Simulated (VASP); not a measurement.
Runs of VASP 6.6.1 on Li2BrCl. The structure is that of space group R-3m (No. 166), or close to it. The cells are those of the table. 

```tsv
cell	gap on the mesh (eV)	largest force (eV/Å)
a = 6.265 Å, angles 33.6°, 4 atoms	(b)	(a)
a = 6.489 Å, angles 33.6°, 4 atoms	5.09	-
a = 6.698 Å, angles 33.6°, 4 atoms	4.72	0.02
a = 6.595 Å, angles 33.6°, 4 atoms	4.90	0.01
a = 6.379 Å, angles 33.6°, 4 atoms	5.29	0.02
```

Alike in all rows: task single point; level PBE; potentials or basis VASP PAW PBE potentials, release 64 (Cl, Br, Li_sv); no spin polarisation; k mesh 4 × 4 × 4; cutoff (eV) 520; smearing gaussian 0.01 eV.

Question: Fill in the values left out.

Answer: (a) 0.03; (b) 5.47.

Caveats: all runs use coarse meshes.

A k mesh can miss the band edges, and the runs leave out spin-orbit coupling on Br.
